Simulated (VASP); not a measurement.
# BF (P1) in VASP: a series of runs

BF is run at these levels: PBE; tasks: single point.

Program: VASP 6.6.1. These are calculated values, not measurements. Logs are shortened: lines on timing, memory, paths and dates and some standing lists are left out, and cuts for length are marked.

## Step 1: The cell of the first run

The typed cell holds 2 atoms: a = 3.146 Å, b = 3.113 Å, c = 3.315 Å, α = 90.00°, β = 92.80°, γ = 90.00°.

## Step 2: Single point, PBE

File INCAR:

```
SYSTEM = BF
PREC = Accurate
ENCUT = 520
EDIFF = 1E-6
ISMEAR = 0
SIGMA = 0.05
LREAL = .FALSE.
LASPH = .TRUE.
NELM = 100
ALGO = Normal
ISIF = 2
LWAVE = .FALSE.
LCHARG = .TRUE.
GGA = PE
LELF = .TRUE.
LVHAR = .TRUE.
NBANDS = 12
```

File KPOINTS:

```
regular mesh
0
G
  6 6 6
  0 0 0
```

File POSCAR:

```
BF
1.0
    3.1456989200      0.0000000000      0.0000000000
    0.0000000000      3.1131594300      0.0000000000
   -0.1617365900      0.0000000000      3.3113891800
B F
1 1
Direct
   -0.0074570000     -0.0109320000      0.0079970000
   -0.0005220000     -0.0055220000      0.4943230000
```

Potentials or basis: VASP PAW PBE potentials, release 64 (B, F).

Started as:

```sh
$ cat potpaw_PBE.64/B/POTCAR potpaw_PBE.64/F/POTCAR > POTCAR
$ mpirun -np 1 vasp_std > vasp.out
```

OUTCAR:

```text
SYSTEM = BF
   PREC = Accurate
   ENCUT = 520
   EDIFF = 1E-6
   ISMEAR = 0
   LREAL = .FALSE.
   LASPH = .TRUE.
   NELM = 100
   ISIF = 2
   GGA = PE

 ion  position               nearest neighbor table
   1  0.993  0.989  0.008-   2 1.61   2 1.70
   2  0.999  0.994  0.494-   1 1.61   1 1.70

  LATTYP: Found a simple monoclinic cell.
 ALAT       =     3.1456989200
 B/A-ratio  =     0.9896558791
 C/A-ratio  =     1.0539268769
 COS(beta)  =    -0.0487843642

  Lattice vectors:

 A1 = (   3.1456989200,   0.0000000000,   0.0000000000)
 A2 = (   0.0000000000,   3.1131594300,   0.0000000000)
 A3 = (  -0.1617365900,   0.0000000000,   3.3113891800)

Analysis of symmetry for initial positions (statically):
=====================================================================
 Subroutine PRICEL returns:
 Original cell was already a primitive cell.

 Routine SETGRP: Setting up the symmetry group for a
 simple monoclinic supercell.

 Subroutine GETGRP returns: Found  1 space group operations
 (whereof  1 operations were pure point group operations)
 out of a pool of  4 trial point group operations.

The static configuration has the point symmetry C_1 .

Analysis of symmetry for dynamics (positions and initial velocities):
=====================================================================
 Subroutine PRICEL returns:
 Original cell was already a primitive cell.

 Routine SETGRP: Setting up the symmetry group for a
 simple monoclinic supercell.

 Subroutine GETGRP returns: Found  1 space group operations
 (whereof  1 operations were pure point group operations)
 out of a pool of  4 trial point group operations.

The dynamic configuration has the point symmetry C_1 .

 Subroutine INISYM returns: Found  1 space group operations
 (whereof  1 operations are pure point group operations),
 and found     1 'primitive' translations

----------------------------------------------------------------------------------------

                                     Primitive cell

  volume of cell :      32.4286

  direct lattice vectors                    reciprocal lattice vectors
     3.145698920  0.000000000  0.000000000     0.317894378  0.000000000  0.015526762
     0.000000000  3.113159430  0.000000000     0.000000000  0.321217086  0.000000000
    -0.161736590  0.000000000  3.311389180     0.000000000  0.000000000  0.301988062

  length of vectors
     3.145698920  3.113159430  3.315336638     0.318273335  0.321217086  0.301988062

  position of ions in fractional coordinates (direct lattice)
     0.992543000  0.989068000  0.007997000
     0.999478000  0.994478000  0.494323000

  ion indices of the primitive-cell ions
   primitive index   ion index
                 1           1
                 2           2

----------------------------------------------------------------------------------------

 KPOINTS: regular mesh

Automatic generation of k-mesh.
 Grid dimensions read from file:
 generate k-points for:    6    6    6

 Generating k-lattice:

  Cartesian coordinates                     Fractional coordinates (reciprocal lattice)
     0.052982396  0.000000000  0.002587794     0.166666667  0.000000000  0.000000000
     0.000000000  0.053536181  0.000000000     0.000000000  0.166666667  0.000000000
     0.000000000  0.000000000  0.050331344     0.000000000  0.000000000  0.166666667

  Length of vectors
     0.053045556  0.053536181  0.050331344

  Shift w.r.t. Gamma in fractional coordinates (k-lattice)
     0.000000000  0.000000000  0.000000000

 Subroutine IBZKPT returns following result:
 ===========================================

 Found    112 irreducible k-points:

 Following reciprocal coordinates:
            Coordinates               Weight
  0.000000  0.000000  0.000000      1.000000
  0.166667  0.000000  0.000000      2.000000
  0.333333  0.000000 -0.000000      2.000000
  0.500000  0.000000 -0.000000      1.000000
  0.000000  0.166667  0.000000      2.000000
  0.166667  0.166667  0.000000      2.000000
[... 16 lines left out ...]
  0.333333  0.000000  0.166667      2.000000
  0.500000  0.000000  0.166667      2.000000
 [... further k-points ...]
   k-points           NKPTS =    112   k-points in BZ     NKDIM =    112   number of bands    NBANDS=     12
   number of dos      NEDOS =    301   number of ions     NIONS =      2
   total plane-waves  NPLWV =  16128
   dimension x,y,z NGX =    24 NGY =   24 NGZ =   28
   dimension x,y,z NGXF=    48 NGYF=   48 NGZF=   56
   ions per type =               1   1
   NGX,Y,Z   is equivalent  to a cutoff of  12.68, 12.82, 14.04 a.u.
   NGXF,Y,Z  is equivalent  to a cutoff of  25.37, 25.63, 28.08 a.u.
 SYSTEM =  BF
   PREC   = accura    normal or accurate (medium, high low for compatibility)
   ISTART =      0    job   : 0-new  1-cont  2-samecut
   ICHARG =      2    charge: 1-file 2-atom 10-const
   ISPIN  =      1    spin polarized calculation?
   LNONCOLLINEAR =      F non collinear calculations
   LSORBIT =      F    spin-orbit coupling
   LASPH  =      T    aspherical Exc in radial PAW
   ENCUT  =  520.0 eV  38.22 Ry    6.18 a.u.   5.85  5.79  6.16*2*pi/ulx,y,z
   NELM   =    100;   NELMIN=  2; NELMDL= -5     # of ELM steps
   EDIFF  = 0.1E-05   stopping-criterion for ELM
   LREAL  =      F    real-space projection
[... 7 lines left out ...]
   TEBEG  =    0.0;   TEEND  =   0.0 temperature during run
   PSTRESS=    0.0 pullay stress
   NELECT =      10.0000    total number of electrons
   NUPDOWN=      -1.0000    fix difference up-down
   EMIN   =  10.00;   EMAX   =-10.00  energy-range for DOS
   EFERMI =   0.00;   METHOD = LEGACY
   ISMEAR =     0;   SIGMA  =   0.05  broadening in eV -4-tet -1-fermi 0-gaus
   EFERMI_NEDOS =   21; number of points for ismear=-14 and -15
   IALGO  =     38    algorithm
   IMIX   =      4    mixing-type and parameters
     AMIX     =   0.40;   BMIX     =  1.00
     AMIX_MAG =   1.60;   BMIX_MAG =  1.00
  volume/ion in A,a.u.               =      16.21       109.42
  Fermi-wavevector in a.u.,A,eV,Ry     =   1.106026  2.090086 16.643912  1.223293
  Thomas-Fermi vector in A             =   2.242521
   LORBIT       =      0    0 simple, 1 ext, 2 COOP (PROOUT), +10 PAW based schemes
   GGA     = PE    functional components
   LHFCALC =     F    Hartree Fock is set to
   AEXX    =    0.0000 exact exchange contribution
   IVDW    =     0    specifies the selected vdW correction
   LEPSILON=     F    determine dielectric tensor
   LRPA    =     F    only Hartree local field effects (RPA)
 non-spin polarized calculation
 Gauss-broadening in eV      SIGMA  =   0.05
  energy-cutoff  :      520.00
  volume of cell :       32.43
 maximum number of plane-waves:       888
   NGX = 11   NGY = 11   NGZ = 13

 number of electron      10.0000000 magnetization

 number of electron       9.9999997 magnetization

 Free energy of the ion-electron system (eV)
  ---------------------------------------------------
  ext. energy  EPLUGINS =         0.00000000
  ---------------------------------------------------
  free energy    TOTEN  =        -7.11577259 eV

  energy without entropy =       -7.11522522  energy(sigma->0) =       -7.11549891

 E-fermi :   0.2020     XC(G=0):  -8.0629

 val. band max:        0.1938961885   @ k =   0.5000   0.5000   0.5000
 cond. band min:       0.2203815752   @ k =   0.1667   0.5000   0.3333
 fundamental gap:      0.0264853867
 Fermi energy:         0.2020308821

 k-point     1 :       0.0000    0.0000    0.0000
  band No.  band energies     occupation
      1     -25.6367      2.00000
      2      -9.6923      2.00000
      3      -6.1012      2.00000
      4      -6.0629      2.00000
      5      -4.4830      2.00000
      6       4.3625      0.00000
      7       4.4910      0.00000
      8       7.7810      0.00000
      9      10.2810      0.00000
     10      11.1837      0.00000
     11      17.4612      0.00000
     12      18.7284      0.00000

 k-point     2 :       0.1667    0.0000    0.0000
  band No.  band energies     occupation
      1     -25.6159      2.00000
      2      -9.6686      2.00000
      3      -6.4675      2.00000
      4      -6.0397      2.00000
      5      -4.0430      2.00000
      6       3.2951      0.00000
      7       4.5900      0.00000
      8       8.4457      0.00000
      9      10.4169      0.00000
     10      12.0334      0.00000
     11      16.9742      0.00000
     12      17.7342      0.00000

 k-point     3 :       0.3333    0.0000   -0.0000
  band No.  band energies     occupation
      1     -25.5741      2.00000
      2      -9.6209      2.00000
      3      -7.0050      2.00000
      4      -5.9932      2.00000
      5      -3.2098      2.00000
      6       1.6170      0.00000
      7       4.8047      0.00000
      8       9.6674      0.00000
      9      10.8103      0.00000
     10      12.6135      0.00000
     11      14.9208      0.00000
     12      16.5824      0.00000

 k-point     4 :       0.5000    0.0000   -0.0000
  band No.  band energies     occupation
      1     -25.5530      2.00000
      2      -9.5968      2.00000
      3      -7.2303      2.00000
      4      -5.9698      2.00000
      5      -2.6896      2.00000
      6       0.7655      0.00000
      7       4.9223      0.00000
      8      10.9145      0.00000
      9      11.1303      0.00000
     10      11.6101      0.00000
     11      13.9648      0.00000
     12      15.7785      0.00000

 k-point     5 :       0.0000    0.1667    0.0000
  band No.  band energies     occupation
      1     -25.6143      2.00000
      2      -9.6659      2.00000
      3      -6.4473      2.00000
      4      -6.0755      2.00000
      5      -4.0264      2.00000
      6       3.3930      0.00000
      7       4.4698      0.00000
      8       8.4043      0.00000
      9      10.4272      0.00000
     10      12.0919      0.00000
     11      17.0943      0.00000
     12      17.6399      0.00000
[... 228 lines left out ...]
      1     -25.6283      2.00000
      2     -10.0988      2.00000
      3      -6.0187      2.00000
      4      -5.9809      2.00000
      5      -3.5804      2.00000
      6       4.0437      0.00000
      7       4.1803      0.00000
      8       7.7487      0.00000
      9       9.1902      0.00000
     10      11.5354      0.00000
     11      15.8914      0.00000
     12      20.0947      0.00000

 k-point    22 :       0.1667    0.0000    0.1667
  band No.  band energies     occupation
      1     -25.6078      2.00000
      2     -10.0574      2.00000
      3      -6.3462      2.00000
      4      -5.9580      2.00000
      5      -3.1948      2.00000
      6       3.0607      0.00000
      7       4.2779      0.00000
      8       8.1798      0.00000
      9       9.4992      0.00000
     10      12.3518      0.00000
     11      15.8011      0.00000
     12      18.3487      0.00000

 k-point    23 :       0.3333    0.0000    0.1667
  band No.  band energies     occupation
      1     -25.5674      2.00000
      2      -9.9499      2.00000
      3      -6.8578      2.00000
      4      -5.9145      2.00000
      5      -2.4236      2.00000
      6       1.3691      0.00000
      7       4.4944      0.00000
      8       9.0476      0.00000
      9      10.1511      0.00000
     10      12.6553      0.00000
     11      15.0203      0.00000
     12      16.8617      0.00000

 k-point    24 :       0.5000    0.0000    0.1667
  band No.  band energies     occupation
      1     -25.5476      2.00000
      2      -9.8839      2.00000
      3      -7.0706      2.00000
      4      -5.8939      2.00000
      5      -1.8825      2.00000
      6       0.4055      0.00000
      7       4.6140      0.00000
      8       9.9129      0.00000
      9      10.4586      0.00000
     10      11.7838      0.00000
     11      14.5236      0.00000
     12      16.1372      0.00000

 [... further k-points ...]

------------------------ aborting loop because EDIFF is reached ----------------------------------------

  FORCE on cell =-STRESS in cart. coord.  units (eV):
  Direction    XX          YY          ZZ          XY          YZ          ZX
  --------------------------------------------------------------------------------------
  -------------------------------------------------------------------------------------
  Total       -1.7205020     -1.9224712      0.9102268      0.0020614     -0.0189828      0.0955604
  in kB      -85.0035434    -94.9820809     44.9708897      0.1018470     -0.9378711      4.7212795
  external PRESSURE =     -45.0049116 kB  Pullay stress =       0.0000000 kB

 VOLUME and BASIS-vectors are now :
 -----------------------------------------------------------------------------
  energy-cutoff  :      520.00
  volume of cell :       32.43
      direct lattice vectors                 reciprocal lattice vectors
     3.145698920  0.000000000  0.000000000     0.317894378  0.000000000  0.015526762
     0.000000000  3.113159430  0.000000000     0.000000000  0.321217086  0.000000000
    -0.161736590  0.000000000  3.311389180     0.000000000  0.000000000  0.301988062

 POSITION                                       TOTAL-FORCE (eV/Angst)
 -----------------------------------------------------------------------------------
      3.12095      3.07913      0.02648        -0.088765     -0.031081      0.996694
      3.06411      3.09597      1.63690         0.088765      0.031081     -0.996694
 -----------------------------------------------------------------------------------
    total drift:                               -0.000062     -0.000084      0.000224

  FREE ENERGIE OF THE ION-ELECTRON SYSTEM (eV)
  ---------------------------------------------------
  free  energy   TOTEN  =        -7.1157725929 eV

  energy  without entropy=       -7.1152252243  energy(sigma->0) =       -7.11549891
```

Run time: 22 s. Hardware: 1 thread of AMD EPYC 7R13 (Zen 3), shared host; peak memory 0.13 GiB.

Results:

* Free energy: -7.1158 eV
* Pressure: -4.5 GPa
* Largest force: 1.001 eV/Å
* Band gap on the k mesh: zero (bands 5 and 6 overlap by 0.57 eV)

Forces on the atoms (eV/Å):
```
B   -0.089 -0.031  0.997
F    0.089  0.031 -0.997
```

Stress tensor (GPa, compression positive):
```
-8.50  0.01  0.47
 0.01 -9.50 -0.09
 0.47 -0.09  4.50
```

Caveat: the cell stands under tension; forces of over 1 eV/Å act on the atoms, so gaps and moduli don't describe the material at rest.

## Step 3: Single point, PBE

File INCAR:

```
SYSTEM = BF
ALGO = Normal
EDIFF = 1E-6
ENCUT = 520
GGA = PE
ISIF = 2
ISMEAR = 0
LASPH = .True.
LCHARG = .True.
LELF = .True.
LREAL = .False.
LVHAR = .True.
LWAVE = .False.
NBANDS = 12
NELM = 60
PREC = Accurate
SIGMA = 0.025
```

File KPOINTS:

```
k-points
0
Gamma
  6 6 6
  0 0 0
```

POSCAR is that of step 2.

Potentials or basis: VASP PAW PBE potentials, release 64 (B, F).

Started as:

```sh
$ cat potpaw_PBE.64/B/POTCAR potpaw_PBE.64/F/POTCAR > POTCAR
$ mpirun -np 1 vasp_std > vasp.out
```

Run time: 22 s. Hardware: 1 thread of AMD EPYC 7R13 (Zen 3), shared host; peak memory 0.13 GiB.

It converged, with:

| Quantity | Value |
| --- | --- |
| Free energy | -7.1156 eV |
| Pressure | -4.5 GPa |
| Largest force | 1.000 eV/Å |
| Band gap on the k mesh | zero (bands 5 and 6 overlap by 0.57 eV) |

Forces in eV/Å, atoms in the order of the input:
```
B   -0.088 -0.031  0.996
F    0.088  0.031 -0.996
```

Stress tensor (GPa, compression positive):
```
-8.47  0.01  0.46
 0.01 -9.54 -0.09
 0.46 -0.09  4.47
```

Levels at points of the mesh, in eV from the Fermi level:
```tsv
k point	band 2	band 3	band 4	band 5	band 6	band 7	band 8	band 9
(0.00, 0.00, 0.00)	-9.90	-6.30	-6.27	-4.69	4.16	4.29	7.58	10.08
(0.50, 0.00, 0.00)	-9.80	-7.43	-6.17	-2.89	0.56	4.72	10.71	10.93
(0.00, 0.50, 0.00)	-9.79	-7.44	-6.20	-2.81	0.55	4.63	10.81	10.87
(0.50, 0.50, 0.00)	-9.70	-7.16	-7.13	-1.20	1.55	1.61	6.17	11.50
(0.00, 0.00, 0.50)	-11.17	-5.95	-5.92	-0.44	2.91	3.09	4.16	9.26
(0.50, 0.00, 0.50)	-10.77	-6.70	-5.85	-0.98	1.21	3.54	5.69	9.51
(0.00, 0.50, 0.50)	-10.74	-6.71	-5.88	-1.00	1.28	3.43	5.75	9.57
(0.50, 0.50, 0.50)	-10.43	-6.55	-6.53	-0.01	0.08	2.87	6.47	8.70
```

Caveat: the cell stands under tension; forces of over 1 eV/Å act on the atoms, so gaps and moduli don't describe the material at rest.

## Step 4: Single point, PBE

File INCAR:

```
SYSTEM = BF
PREC     = Accurate       ! precision mode
ENCUT    = 520            ! plane-wave cutoff, eV
EDIFF    = 1E-6           ! SCF threshold, eV
ISMEAR   = 0              ! smearing method
SIGMA    = 0.01           ! smearing width, eV
LREAL    = .FALSE.        ! projectors in reciprocal space
LASPH    = .TRUE.         ! aspherical terms in the spheres
NELM     = 80             ! most SCF steps
ALGO     = Normal         ! electronic algorithm
ISIF     = 2              ! what is computed and relaxed
LWAVE    = .FALSE.        ! write WAVECAR
LCHARG   = .FALSE.        ! write CHGCAR
GGA      = PE             ! functional
NBANDS   = 12             ! bands
```

File KPOINTS:

```
Automatic mesh
0
G
  6 6 6
  0 0 0
```

POSCAR is that of step 3.

Started as:

```sh
$ cat potpaw_PBE.64/B/POTCAR potpaw_PBE.64/F/POTCAR > POTCAR
$ mpirun -np 1 vasp_std > vasp.out
```

It took 22 s on 1 thread of AMD EPYC 7R13 (Zen 3), shared host; peak memory 0.13 GiB.

Results (log left out):

```yaml
Free_energy: -7.1155 eV
Pressure: -4.6 GPa
Largest_force: 0.997 eV/Å
Band_gap_on_the_k_mesh: zero (bands 5 and 6 overlap by 0.57 eV)
```

Forces in eV/Å, atoms in the order of the input:
```
B   -0.087 -0.032  0.993
F    0.087  0.032 -0.993
```

Stress tensor (GPa, compression positive):
```
-8.41  0.01  0.45
 0.01 -9.64 -0.09
 0.45 -0.09  4.35
```

Levels at points of the mesh, in eV from the Fermi level:
| k point | band 1 | band 2 | band 3 | band 4 | band 5 | band 6 | band 7 | band 8 | band 9 | band 10 |
| --- | --- | --- | --- | --- | --- | --- | --- | --- | --- | --- |
| (0.00, 0.00, 0.00) | -25.85 | -9.90 | -6.31 | -6.27 | -4.69 | 4.16 | 4.29 | 7.57 | 10.07 | 10.98 |
| (0.50, 0.00, 0.00) | -25.76 | -9.81 | -7.44 | -6.18 | -2.90 | 0.56 | 4.72 | 10.71 | 10.92 | 11.40 |
| (0.00, 0.50, 0.00) | -25.75 | -9.79 | -7.45 | -6.21 | -2.81 | 0.55 | 4.63 | 10.81 | 10.87 | 11.36 |
| (0.50, 0.50, 0.00) | -25.68 | -9.71 | -7.16 | -7.14 | -1.21 | 1.54 | 1.61 | 6.17 | 11.49 | 15.45 |
| (0.00, 0.00, 0.50) | -25.81 | -11.18 | -5.96 | -5.92 | -0.44 | 2.91 | 3.09 | 4.16 | 9.26 | 12.94 |
| (0.50, 0.00, 0.50) | -25.74 | -10.78 | -6.70 | -5.86 | -0.98 | 1.20 | 3.54 | 5.69 | 9.50 | 12.82 |
| (0.00, 0.50, 0.50) | -25.73 | -10.75 | -6.71 | -5.89 | -1.00 | 1.28 | 3.43 | 5.74 | 9.56 | 12.88 |
| (0.50, 0.50, 0.50) | -25.67 | -10.43 | -6.56 | -6.53 | -0.01 | 0.07 | 2.86 | 6.47 | 8.70 | 10.71 |

Caveat: the cell stands under tension.

## Step 5: The runs side by side

| smearing | gap on the mesh (eV) | pressure (GPa) | largest force (eV/Å) |
| --- | --- | --- | --- |
| gaussian 0.05 eV | none | -4.5 | 1.00 |
| gaussian 0.025 eV | none | -4.5 | 1.00 |
| gaussian 0.01 eV | none | -4.6 | 1.00 |

Alike in all rows: task single point; level PBE; potentials or basis VASP PAW PBE potentials, release 64 (B, F); no spin polarisation; cell as given; k mesh 6 × 6 × 6; cutoff (eV) 520.

Caveats: the cell stands under tension; forces of over 1 eV/Å act on the atoms, so gaps and moduli don't describe the material at rest (at least some runs).

Total energies depend on the potentials used, so only differences within one code and one set of settings carry meaning.
